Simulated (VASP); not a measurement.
# NaI (Fm-3m) in VASP: further runs

Runs on NaI. Level: LDA. Tasks: single point.

Program: VASP 6.6.1. These are calculated values, not measurements. Logs are shortened: lines on timing, memory, paths and dates and some standing lists are left out, and cuts for length are marked.

### 1 The cell of the first run

Symmetry: Fm-3m, No. 225, cubic system. Conventional cell: a = 6.429 Å, b = 6.429 Å, c = 6.429 Å, α = 90.00°, β = 90.00°, γ = 90.00°. I (site symmetry m-3m) has 6 Na at 3.21 Å within 4.2 Å. Within 4.2 Å of Na (site symmetry m-3m) lie 6 I at 3.21 Å.

### 2 Single point, LDA

INCAR reads:

```
SYSTEM = NaI
PREC = Accurate ; ENCUT = 520
EDIFF = 1E-6 ; ISMEAR = -1
SIGMA = 0.05 ; LREAL = .FALSE.
LASPH = .TRUE. ; NELM = 100
ALGO = Normal ; ISIF = 2
LWAVE = .FALSE. ; LCHARG = .TRUE.
GGA = CA ; LELF = .TRUE.
LVHAR = .TRUE. ; NBANDS = 14
```

KPOINTS reads:

```
Automatic mesh
0
G
  7 7 7
  0 0 0
```

POSCAR reads:

```
NaI
1.0
    0.0000000000      3.2146785402      3.2146785402
    3.2146785402      0.0000000000      3.2146785402
    3.2146785402      3.2146785402      0.0000000000
I Na
1 1
Direct
    0.5000000000      0.5000000000      0.5000000000
    0.0000000000      0.0000000000      0.0000000000
```

Potentials or basis: VASP PAW LDA potentials, release 64 (I, Na_pv).

Command:

```bash
cat potpaw_LDA.64/I/POTCAR potpaw_LDA.64/Na_pv/POTCAR > POTCAR
mpirun -np 1 vasp_std > vasp.out
```

OUTCAR:

```text
SYSTEM = NaI
   PREC = Accurate
   ENCUT = 520
   EDIFF = 1E-6
   ISMEAR = -1
   LREAL = .FALSE.
   LASPH = .TRUE.
   NELM = 100
   ISIF = 2
   GGA = CA

 ion  position               nearest neighbor table
   1  0.500  0.500  0.500-
   2  0.000  0.000  0.000-

  LATTYP: Found a face centered cubic cell.
 ALAT       =     6.4293570804

  Lattice vectors:

 A1 = (   0.0000000000,   3.2146785402,   3.2146785402)
 A2 = (   3.2146785402,   0.0000000000,   3.2146785402)
 A3 = (   3.2146785402,   3.2146785402,   0.0000000000)

Analysis of symmetry for initial positions (statically):
=====================================================================
 Subroutine PRICEL returns:
 Original cell was already a primitive cell.

 Routine SETGRP: Setting up the symmetry group for a
 face centered cubic supercell.

 Subroutine GETGRP returns: Found 48 space group operations
 (whereof 48 operations were pure point group operations)
 out of a pool of 48 trial point group operations.

The static configuration has the point symmetry O_h .

Analysis of symmetry for dynamics (positions and initial velocities):
=====================================================================
 Subroutine PRICEL returns:
 Original cell was already a primitive cell.

 Routine SETGRP: Setting up the symmetry group for a
 face centered cubic supercell.

 Subroutine GETGRP returns: Found 48 space group operations
 (whereof 48 operations were pure point group operations)
 out of a pool of 48 trial point group operations.

The dynamic configuration has the point symmetry O_h .

 Subroutine INISYM returns: Found 48 space group operations
 (whereof 48 operations are pure point group operations),
 and found     1 'primitive' translations

----------------------------------------------------------------------------------------

                                     Primitive cell

  volume of cell :      66.4420

  direct lattice vectors                    reciprocal lattice vectors
     0.000000000  3.214678540  3.214678540    -0.155536547  0.155536547  0.155536547
     3.214678540  0.000000000  3.214678540     0.155536547 -0.155536547  0.155536547
     3.214678540  3.214678540  0.000000000     0.155536547  0.155536547 -0.155536547

  length of vectors
     4.546241990  4.546241990  4.546241990     0.269397202  0.269397202  0.269397202

  position of ions in fractional coordinates (direct lattice)
     0.500000000  0.500000000  0.500000000
     0.000000000  0.000000000  0.000000000

[... 80 lines left out ...]
   TEBEG  =    0.0;   TEEND  =   0.0 temperature during run
   PSTRESS=    0.0 pullay stress
   NELECT =      14.0000    total number of electrons
   NUPDOWN=      -1.0000    fix difference up-down
   EMIN   =  10.00;   EMAX   =-10.00  energy-range for DOS
   EFERMI =   0.00;   METHOD = LEGACY
   ISMEAR =    -1;   SIGMA  =   0.05  broadening in eV -4-tet -1-fermi 0-gaus
   EFERMI_NEDOS =   21; number of points for ismear=-14 and -15
   IALGO  =     38    algorithm
   IMIX   =      4    mixing-type and parameters
     AMIX     =   0.40;   BMIX     =  1.00
     AMIX_MAG =   1.60;   BMIX_MAG =  1.00
  volume/ion in A,a.u.               =      33.22       224.19
  Fermi-wavevector in a.u.,A,eV,Ry     =   0.974174  1.840922 12.912138  0.949015
  Thomas-Fermi vector in A             =   2.104613
   LORBIT       =      0    0 simple, 1 ext, 2 COOP (PROOUT), +10 PAW based schemes
   GGA     = CA    functional components
   LHFCALC =     F    Hartree Fock is set to
   AEXX    =    0.0000 exact exchange contribution
   IVDW    =     0    specifies the selected vdW correction
   LEPSILON=     F    determine dielectric tensor
   LRPA    =     F    only Hartree local field effects (RPA)
 non-spin polarized calculation
  energy-cutoff  :      520.00
  volume of cell :       66.44
 maximum number of plane-waves:      1808
 NGX is ok and might be reduce to    36
   NGX = 17   NGY = 17   NGZ = 17

 number of electron      14.0000006 magnetization

 Free energy of the ion-electron system (eV)
  ---------------------------------------------------
  ext. energy  EPLUGINS =         0.00000000
  ---------------------------------------------------
  free energy    TOTEN  =        -5.99441171 eV

  energy without entropy =       -5.99441171  energy(sigma->0) =       -5.99441171

 E-fermi :   1.8794     XC(G=0):  -8.1809

 val. band max:        0.7621417416   @ k =   0.0000   0.0000   0.0000
 cond. band min:       4.1612339196   @ k =   0.0000   0.0000   0.0000
 fundamental gap:      3.3990921779
 Fermi energy:         1.8794324183

 k-point     1 :       0.0000    0.0000    0.0000
  band No.  band energies     occupation
      1     -21.6044      2.00000
      2     -21.6044      2.00000
      3     -21.6044      2.00000
      4     -10.3741      2.00000
      5       0.7621      2.00000
      6       0.7621      2.00000
      7       0.7621      2.00000
      8       4.1612      0.00000
      9       8.5604      0.00000
     10       8.5604      0.00000
     11       8.5604      0.00000
     12      10.4620      0.00000
     13      10.4620      0.00000
     14      10.9713      0.00000
[... 309 lines left out ...]
      1     -21.6079      2.00000
      2     -21.6079      2.00000
      3     -21.6061      2.00000
      4      -9.9533      2.00000
      5      -0.8226      2.00000
      6      -0.7612      2.00000
      7      -0.0471      2.00000
      8       6.3071      0.00000
      9       7.6321      0.00000
     10       8.5697      0.00000
     11       8.9080      0.00000
     12      11.5859      0.00000
     13      12.2603      0.00000
     14      14.3381      0.00000

------------------------ aborting loop because EDIFF is reached ----------------------------------------

  FORCE on cell =-STRESS in cart. coord.  units (eV):
  Direction    XX          YY          ZZ          XY          YZ          ZX
  --------------------------------------------------------------------------------------
  -------------------------------------------------------------------------------------
  Total       -0.5593132     -0.5593132     -0.5593132      0.0000000      0.0000000     -0.0000000
  in kB      -13.4872365    -13.4872365    -13.4872365      0.0000000      0.0000000     -0.0000000
  external PRESSURE =     -13.4872365 kB  Pullay stress =       0.0000000 kB

 VOLUME and BASIS-vectors are now :
 -----------------------------------------------------------------------------
  energy-cutoff  :      520.00
  volume of cell :       66.44
      direct lattice vectors                 reciprocal lattice vectors
     0.000000000  3.214678540  3.214678540    -0.155536547  0.155536547  0.155536547
     3.214678540  0.000000000  3.214678540     0.155536547 -0.155536547  0.155536547
     3.214678540  3.214678540  0.000000000     0.155536547  0.155536547 -0.155536547

 POSITION                                       TOTAL-FORCE (eV/Angst)
 -----------------------------------------------------------------------------------
      3.21468      3.21468      3.21468        -0.000000      0.000000     -0.000000
      0.00000      0.00000      0.00000         0.000000     -0.000000      0.000000
 -----------------------------------------------------------------------------------
    total drift:                                0.000000      0.000000      0.000000

  FREE ENERGIE OF THE ION-ELECTRON SYSTEM (eV)
  ---------------------------------------------------
  free  energy   TOTEN  =        -5.9944117099 eV

  energy  without entropy=       -5.9944117099  energy(sigma->0) =       -5.99441171
```

OSZICAR:

```text
N       E                     dE             d eps       ncg     rms          rms(c)
DAV:   1     0.811574852627E+02    0.81157E+02   -0.66022E+03   560   0.901E+02
DAV:   2     0.644177681891E+00   -0.80513E+02   -0.74615E+02   572   0.217E+02
DAV:   3    -0.590447940914E+01   -0.65487E+01   -0.65042E+01   746   0.588E+01
DAV:   4    -0.606528695295E+01   -0.16081E+00   -0.16076E+00   676   0.964E+00
DAV:   5    -0.606947559643E+01   -0.41886E-02   -0.41886E-02   764   0.148E+00    0.164E+00
DAV:   6    -0.600895467447E+01    0.60521E-01   -0.59170E-02   674   0.160E+00    0.106E+00
DAV:   7    -0.599488636529E+01    0.14068E-01   -0.44026E-02   710   0.116E+00    0.492E-01
DAV:   8    -0.599446701574E+01    0.41935E-03   -0.30423E-03   668   0.469E-01    0.104E-01
DAV:   9    -0.599441250238E+01    0.54513E-04   -0.14869E-04   686   0.118E-01    0.312E-02
DAV:  10    -0.599441185923E+01    0.64314E-06   -0.19746E-05   808   0.484E-02    0.627E-03
DAV:  11    -0.599441170994E+01    0.14929E-06   -0.10145E-06   484   0.126E-02
   1 F= -.59944117E+01 E0= -.59944117E+01  d E =-.155940E-10
```

It took 9.9 s on 1 thread of AMD EPYC 9R45 (Zen 5), shared host; peak memory 0.15 GiB.

Results:

```
Free energy            : -5.9944 eV
Pressure               : -1.3 GPa
Band gap on the k mesh : 3.40 eV, direct
```

Levels at points of the mesh, in eV from the valence-band top:
| k point | band 5 | band 6 | band 7 | band 8 | band 9 | band 10 |
| --- | --- | --- | --- | --- | --- | --- |
| (0.00, 0.00, 0.00) | 0.00 | 0.00 | 0.00 | 3.40 | 7.80 | 7.80 |

Caveat: spin-orbit coupling is left out, which moves the levels of the heavy elements.

(Continued in part 2 of 2.)
